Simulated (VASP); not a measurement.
# Os (Fm-3m) in VASP: a series of runs

Os is run at these levels: PBE; tasks: electric field gradients.

Everything below comes from runs of VASP 6.6.1. Logs are shortened: lines on timing, memory, paths and dates and some standing lists are left out, and cuts for length are marked.

**1. The cell of the first run**

Symmetry: Fm-3m, No. 225, cubic system. Conventional cell: a = 3.890 Å, b = 3.890 Å, c = 3.890 Å, α = 90.00°, β = 90.00°, γ = 90.00°. Within 3.6 Å of Os (site symmetry m-3m) lie 12 Os at 2.75 Å.

**2. Electric field gradients, PBE**

INCAR

```
SYSTEM = Os
PREC = Accurate ; ENCUT = 520
EDIFF = 1E-8 ; ISMEAR = -1
SIGMA = 0.05 ; LREAL = .FALSE.
LASPH = .TRUE. ; NELM = 60
ALGO = Normal ; ISIF = 2
LWAVE = .FALSE. ; LCHARG = .FALSE.
GGA = PE ; LEFG = .TRUE.
NBANDS = 10
```

KPOINTS

```
Automatic mesh
0
G
  14 14 14
  0 0 0
```

POSCAR

```
Os
1.0
    0.0000000000      1.9450000000      1.9450000000
    1.9450000000      0.0000000000      1.9450000000
    1.9450000000      1.9450000000      0.0000000000
Os
1
Direct
    0.0000000000      0.0000000000      0.0000000000
```

Potentials or basis: VASP PAW PBE potentials, release 64 (Os).

Launch:

```sh
$ cat potpaw_PBE.64/Os/POTCAR > POTCAR
$ mpirun -np 1 vasp_std > vasp.out
```

OUTCAR:

```text
SYSTEM = Os
   PREC = Accurate
   ENCUT = 520
   EDIFF = 1E-8
   ISMEAR = -1
   LREAL = .FALSE.
   LASPH = .TRUE.
   NELM = 60
   ISIF = 2
   GGA = PE

 ion  position               nearest neighbor table
   1  0.000  0.000  0.000-

  LATTYP: Found a face centered cubic cell.
 ALAT       =     3.8900000000

  Lattice vectors:

 A1 = (   0.0000000000,   1.9450000000,   1.9450000000)
 A2 = (   1.9450000000,   0.0000000000,   1.9450000000)
 A3 = (   1.9450000000,   1.9450000000,   0.0000000000)

Analysis of symmetry for initial positions (statically):
=====================================================================
 Subroutine PRICEL returns:
 Original cell was already a primitive cell.

 Routine SETGRP: Setting up the symmetry group for a
 face centered cubic supercell.

 Subroutine GETGRP returns: Found 48 space group operations
 (whereof 48 operations were pure point group operations)
 out of a pool of 48 trial point group operations.

The static configuration has the point symmetry O_h .

Analysis of symmetry for dynamics (positions and initial velocities):
=====================================================================
 Subroutine PRICEL returns:
 Original cell was already a primitive cell.

 Routine SETGRP: Setting up the symmetry group for a
 face centered cubic supercell.

 Subroutine GETGRP returns: Found 48 space group operations
 (whereof 48 operations were pure point group operations)
 out of a pool of 48 trial point group operations.

The dynamic configuration has the point symmetry O_h .

 Subroutine INISYM returns: Found 48 space group operations
 (whereof 48 operations are pure point group operations),
 and found     1 'primitive' translations

----------------------------------------------------------------------------------------

                                     Primitive cell

  volume of cell :      14.7160

  direct lattice vectors                    reciprocal lattice vectors
     0.000000000  1.945000000  1.945000000    -0.257069409  0.257069409  0.257069409
     1.945000000  0.000000000  1.945000000     0.257069409 -0.257069409  0.257069409
     1.945000000  1.945000000  0.000000000     0.257069409  0.257069409 -0.257069409

  length of vectors
     2.750645379  2.750645379  2.750645379     0.445257277  0.445257277  0.445257277

  position of ions in fractional coordinates (direct lattice)
     0.000000000  0.000000000  0.000000000

  ion indices of the primitive-cell ions
   primitive index   ion index
                 1           1

----------------------------------------------------------------------------------------

 KPOINTS: Automatic mesh

Automatic generation of k-mesh.
 Grid dimensions read from file:
 generate k-points for:   14   14   14

 Generating k-lattice:

  Cartesian coordinates                     Fractional coordinates (reciprocal lattice)
    -0.018362101  0.018362101  0.018362101     0.071428571  0.000000000  0.000000000
     0.018362101 -0.018362101  0.018362101     0.000000000  0.071428571  0.000000000
     0.018362101  0.018362101 -0.018362101     0.000000000  0.000000000  0.071428571

  Length of vectors
     0.031804091  0.031804091  0.031804091

  Shift w.r.t. Gamma in fractional coordinates (k-lattice)
     0.000000000  0.000000000  0.000000000

 Subroutine IBZKPT returns following result:
 ===========================================

 Found    104 irreducible k-points:

 Following reciprocal coordinates:
            Coordinates               Weight
  0.000000  0.000000  0.000000      1.000000
  0.071429  0.000000  0.000000      8.000000
  0.142857  0.000000  0.000000      8.000000
  0.214286  0.000000  0.000000      8.000000
  0.285714  0.000000  0.000000      8.000000
  0.357143  0.000000  0.000000      8.000000
[... 16 lines left out ...]
  0.214286  0.142857  0.000000     24.000000
  0.285714  0.142857  0.000000     24.000000
 [... further k-points ...]
   k-points           NKPTS =    104   k-points in BZ     NKDIM =    104   number of bands    NBANDS=     10
   number of dos      NEDOS =    301   number of ions     NIONS =      1
   total plane-waves  NPLWV =   8000
   dimension x,y,z NGX =    20 NGY =   20 NGZ =   20
   dimension x,y,z NGXF=    40 NGYF=   40 NGZF=   40
   ions per type =               1
   NGX,Y,Z   is equivalent  to a cutoff of  12.09, 12.09, 12.09 a.u.
   NGXF,Y,Z  is equivalent  to a cutoff of  24.18, 24.18, 24.18 a.u.
 SYSTEM =  Os
   PREC   = accura    normal or accurate (medium, high low for compatibility)
   ISTART =      0    job   : 0-new  1-cont  2-samecut
   ICHARG =      2    charge: 1-file 2-atom 10-const
   ISPIN  =      1    spin polarized calculation?
   LNONCOLLINEAR =      F non collinear calculations
   LSORBIT =      F    spin-orbit coupling
   LASPH  =      T    aspherical Exc in radial PAW
   ENCUT  =  520.0 eV  38.22 Ry    6.18 a.u.   5.11  5.11  5.11*2*pi/ulx,y,z
   NELM   =     60;   NELMIN=  2; NELMDL= -5     # of ELM steps
   EDIFF  = 0.1E-07   stopping-criterion for ELM
   LREAL  =      F    real-space projection
   EDIFFG = 0.1E-06   stopping-criterion for IOM
   NSW    =      0    number of steps for IOM
   IBRION =     -1    ionic relax: 0-MD 1-quasi-New 2-CG
   NFREE  =      0    steps in history (QN), initial steepest desc. (CG)
   ISIF   =      2    stress and relaxation
   ISYM   =      2    0-nonsym 1-usesym 2-fastsym
   POTIM  = 0.5000    time-step for ionic-motion
   TEBEG  =    0.0;   TEEND  =   0.0 temperature during run
   PSTRESS=    0.0 pullay stress
   NELECT =       8.0000    total number of electrons
   NUPDOWN=      -1.0000    fix difference up-down
   EMIN   =  10.00;   EMAX   =-10.00  energy-range for DOS
   EFERMI =   0.00;   METHOD = LEGACY
   ISMEAR =    -1;   SIGMA  =   0.05  broadening in eV -4-tet -1-fermi 0-gaus
   EFERMI_NEDOS =   21; number of points for ismear=-14 and -15
   IALGO  =     38    algorithm
   IMIX   =      4    mixing-type and parameters
     AMIX     =   0.40;   BMIX     =  1.00
     AMIX_MAG =   1.60;   BMIX_MAG =  1.00
  volume/ion in A,a.u.               =      14.72        99.31
  Fermi-wavevector in a.u.,A,eV,Ry     =   1.336109  2.524880 24.288947  1.785187
  Thomas-Fermi vector in A             =   2.464761
   LORBIT       =      0    0 simple, 1 ext, 2 COOP (PROOUT), +10 PAW based schemes
   GGA     = PE    functional components
   LHFCALC =     F    Hartree Fock is set to
   AEXX    =    0.0000 exact exchange contribution
   IVDW    =     0    specifies the selected vdW correction
   LEPSILON=     F    determine dielectric tensor
   LRPA    =     F    only Hartree local field effects (RPA)
 non-spin polarized calculation
  energy-cutoff  :      520.00
  volume of cell :       14.72
 maximum number of plane-waves:       411
   NGX = 11   NGY = 11   NGZ = 11

 number of electron       8.0000001 magnetization

 Free energy of the ion-electron system (eV)
  ---------------------------------------------------
  ext. energy  EPLUGINS =         0.00000000
  ---------------------------------------------------
  free energy    TOTEN  =       -11.09643938 eV

  energy without entropy =      -11.08587364  energy(sigma->0) =      -11.09115651

 E-fermi :   8.5592     XC(G=0): -13.7656

 val. band max:        8.5487171605   @ k =  -0.3571   0.3571   0.0000
 cond. band min:       8.5603497326   @ k =   0.3571   0.2857   0.0714
 fundamental gap:      0.0116325722
 Fermi energy:         8.5592123564

 k-point     1 :       0.0000    0.0000    0.0000
  band No.  band energies     occupation
      1      -1.7714      2.00000
      2       5.8127      2.00000
      3       5.8127      2.00000
      4       5.8127      2.00000
      5       8.6303      0.38882
      6       8.6303      0.38882
      7      22.8826      0.00000
      8      28.4002      0.00000
      9      28.4002      0.00000
     10      28.4002      0.00000

 k-point     2 :       0.0714    0.0000    0.0000
  band No.  band energies     occupation
      1      -1.5459      2.00000
      2       5.6805      2.00000
      3       5.9134      2.00000
      4       5.9134      2.00000
      5       8.5609      0.98353
      6       8.5609      0.98353
      7      23.2947      0.00000
      8      27.2824      0.00000
      9      28.7939      0.00000
     10      28.7939      0.00000
[... 274 lines left out ...]
 k-point    24 :       0.2857    0.1429    0.0000
  band No.  band energies     occupation
      1       0.9757      2.00000
      2       4.3561      2.00000
      3       6.1435      2.00000
      4       6.9566      2.00000
      5       8.3213      1.98297
      6       9.6262      0.00000
      7      23.8197      0.00000
      8      26.7864      0.00000
      9      28.9444      0.00000
     10      29.7623      0.00000

 [... further k-points ...]

------------------------ aborting loop because EDIFF is reached ----------------------------------------

  FORCE on cell =-STRESS in cart. coord.  units (eV):
  Direction    XX          YY          ZZ          XY          YZ          ZX
  --------------------------------------------------------------------------------------
  -------------------------------------------------------------------------------------
  Total       -0.8909445     -0.8909445     -0.8909445      0.0000000      0.0000000      0.0000000
  in kB      -97.0001559    -97.0001559    -97.0001559      0.0000000      0.0000000      0.0000000
  external PRESSURE =     -97.0001559 kB  Pullay stress =       0.0000000 kB

 VOLUME and BASIS-vectors are now :
 -----------------------------------------------------------------------------
  energy-cutoff  :      520.00
  volume of cell :       14.72
      direct lattice vectors                 reciprocal lattice vectors
     0.000000000  1.945000000  1.945000000    -0.257069409  0.257069409  0.257069409
     1.945000000  0.000000000  1.945000000     0.257069409 -0.257069409  0.257069409
     1.945000000  1.945000000  0.000000000     0.257069409  0.257069409 -0.257069409

 POSITION                                       TOTAL-FORCE (eV/Angst)
 -----------------------------------------------------------------------------------
      0.00000      0.00000      0.00000         0.000000      0.000000     -0.000000
 -----------------------------------------------------------------------------------
    total drift:                                0.000000      0.000000     -0.000000

  FREE ENERGIE OF THE ION-ELECTRON SYSTEM (eV)
  ---------------------------------------------------
  free  energy   TOTEN  =       -11.0964393765 eV

  energy  without entropy=      -11.0858736407  energy(sigma->0) =      -11.09115651

 Electric field gradients (V/A^2)
---------------------------------------------------------------------
 ion       V_xx      V_yy      V_zz      V_xy      V_xz      V_yz
---------------------------------------------------------------------
   1      -0.000    -0.000     0.000    -0.000    -0.000    -0.000
---------------------------------------------------------------------

 Electric field gradients after diagonalization (V/A^2)
 (convention: |V_zz| > |V_xx| > |V_yy|)
----------------------------------------------------------------------
 ion       V_xx      V_yy      V_zz     asymmetry (V_yy - V_xx)/ V_zz
----------------------------------------------------------------------
   1       0.000     0.000    -0.000       0.000
----------------------------------------------------------------------

           NMR quadrupolar parameters

 Cq : quadrupolar parameter    Cq=e*Q*V_zz/h
 eta: asymmetry parameters     (V_yy - V_xx)/ V_zz
 Q  : nuclear electric quadrupole moment in mb (millibarn)
----------------------------------------------------------------------
 ion       Cq(MHz)       eta       Q (mb)
----------------------------------------------------------------------
   1      -0.000       0.000       1.000
----------------------------------------------------------------------
```

Run time: 6.4 s. Hardware: 1 thread of Intel Xeon 6975P-C (Granite Rapids), shared host; peak memory 0.13 GiB.

Results:

- Free energy: -11.0964 eV
- Pressure: -9.7 GPa
- Band gap on the k mesh: zero (band 4 reaches 10.85 eV, above the bottom of band 5 at 7.36 eV)

Levels at points of the mesh, in eV from the Fermi level:
```
           k point  band 1  band 2  band 3  band 4  band 5  band 6  band 7  band 8  band 9
(0.00, 0.00, 0.00)  -10.33   -2.75   -2.75   -2.75    0.07    0.07   14.32   19.84   19.84
(0.50, 0.00, 0.00)   -7.21   -2.89   -2.89   -0.16    2.30    2.30    8.42   13.85   19.92
(0.50, 0.50, 0.00)   -7.05   -6.37    2.26    2.30    2.94    2.94   11.53   12.00   12.00
```

Caveat: without QUAD_EFG the Cq values of the log hold for a quadrupole moment of 1 mb, not for the nuclei; spin-orbit coupling is left out, which moves the levels of the heavy elements.

**3. Electric field gradients, PBE (volume scaled by 0.98)**

INCAR

```
PREC = Accurate ; ENCUT = 520
EDIFF = 1E-8 ; ISMEAR = -1
SIGMA = 0.05 ; LREAL = F
LASPH = T ; NELM = 80
ALGO = Normal ; ISIF = 2
LWAVE = F ; LCHARG = F
GGA = PE ; LEFG = T
NBANDS = 10
```

KPOINTS

```
regular mesh
0
Gamma
  14 14 14
```

POSCAR

```
Os
1.0
    0.0000000000      1.9319459154      1.9319459154
    1.9319459154      0.0000000000      1.9319459154
    1.9319459154      1.9319459154      0.0000000000
Os
1
Direct
    0.0000000000      0.0000000000      0.0000000000
```

Potentials or basis: VASP PAW PBE potentials, release 64 (Os).

Launch:

```sh
$ cat potpaw_PBE.64/Os/POTCAR > POTCAR
$ mpirun -np 1 vasp_std > vasp.out
```

OUTCAR:

```text
PREC = Accurate
   ENCUT = 520
   EDIFF = 1E-8
   ISMEAR = -1
   LREAL = F
   LASPH = T
   NELM = 80
   ISIF = 2
   GGA = PE

 ion  position               nearest neighbor table
   1  0.000  0.000  0.000-

  LATTYP: Found a face centered cubic cell.
 ALAT       =     3.8638918308

  Lattice vectors:

 A1 = (   0.0000000000,   1.9319459154,   1.9319459154)
 A2 = (   1.9319459154,   0.0000000000,   1.9319459154)
 A3 = (   1.9319459154,   1.9319459154,   0.0000000000)

Analysis of symmetry for initial positions (statically):
=====================================================================
 Subroutine PRICEL returns:
 Original cell was already a primitive cell.

 Routine SETGRP: Setting up the symmetry group for a
 face centered cubic supercell.

 Subroutine GETGRP returns: Found 48 space group operations
[... 491 lines left out ...]
  external PRESSURE =     -22.6437108 kB  Pullay stress =       0.0000000 kB

 VOLUME and BASIS-vectors are now :
 -----------------------------------------------------------------------------
  energy-cutoff  :      520.00
  volume of cell :       14.42
      direct lattice vectors                 reciprocal lattice vectors
     0.000000000  1.931945915  1.931945915    -0.258806417  0.258806417  0.258806417
     1.931945915  0.000000000  1.931945915     0.258806417 -0.258806417  0.258806417
     1.931945915  1.931945915  0.000000000     0.258806417  0.258806417 -0.258806417

 POSITION                                       TOTAL-FORCE (eV/Angst)
 -----------------------------------------------------------------------------------
      0.00000      0.00000      0.00000         0.000000      0.000000     -0.000000
 -----------------------------------------------------------------------------------
    total drift:                                0.000000      0.000000     -0.000000

  FREE ENERGIE OF THE ION-ELECTRON SYSTEM (eV)
  ---------------------------------------------------
  free  energy   TOTEN  =       -11.1073209363 eV

  energy  without entropy=      -11.0969346348  energy(sigma->0) =      -11.10212779

 Electric field gradients (V/A^2)
---------------------------------------------------------------------
 ion       V_xx      V_yy      V_zz      V_xy      V_xz      V_yz
---------------------------------------------------------------------
   1      -0.000    -0.000     0.000    -0.000    -0.000    -0.000
---------------------------------------------------------------------

 Electric field gradients after diagonalization (V/A^2)
 (convention: |V_zz| > |V_xx| > |V_yy|)
----------------------------------------------------------------------
 ion       V_xx      V_yy      V_zz     asymmetry (V_yy - V_xx)/ V_zz
----------------------------------------------------------------------
   1       0.000     0.000    -0.000       0.000
----------------------------------------------------------------------

           NMR quadrupolar parameters

 Cq : quadrupolar parameter    Cq=e*Q*V_zz/h
 eta: asymmetry parameters     (V_yy - V_xx)/ V_zz
 Q  : nuclear electric quadrupole moment in mb (millibarn)
----------------------------------------------------------------------
 ion       Cq(MHz)       eta       Q (mb)
----------------------------------------------------------------------
   1      -0.000       0.000       1.000
----------------------------------------------------------------------
```

Wall time 6.4 s (1 thread of Intel Xeon 6975P-C (Granite Rapids), shared host); peak memory 0.13 GiB.

Results:

| Property | Result |
| --- | --- |
| Free energy | -11.1073 eV |
| Pressure | -2.3 GPa |
| Band gap on the k mesh | zero (band 4 reaches 11.19 eV, above the bottom of band 5 at 7.61 eV) |

Levels at points of the mesh, in eV from the Fermi level:
| k point | band 2 | band 3 | band 4 | band 5 | band 6 | band 7 |
| --- | --- | --- | --- | --- | --- | --- |
| (0.00, 0.00, 0.00) | -2.83 | -2.83 | -2.83 | 0.08 | 0.08 | 14.32 |
| (0.50, 0.00, 0.00) | -2.98 | -2.98 | -0.17 | 2.39 | 2.39 | 8.68 |
| (0.50, 0.50, 0.00) | -6.55 | 2.34 | 2.34 | 3.04 | 3.04 | 11.86 |

Caveat: without QUAD_EFG the Cq values of the log hold for a quadrupole moment of 1 mb, not for the nuclei; spin-orbit coupling is left out, which moves the levels of the heavy elements.
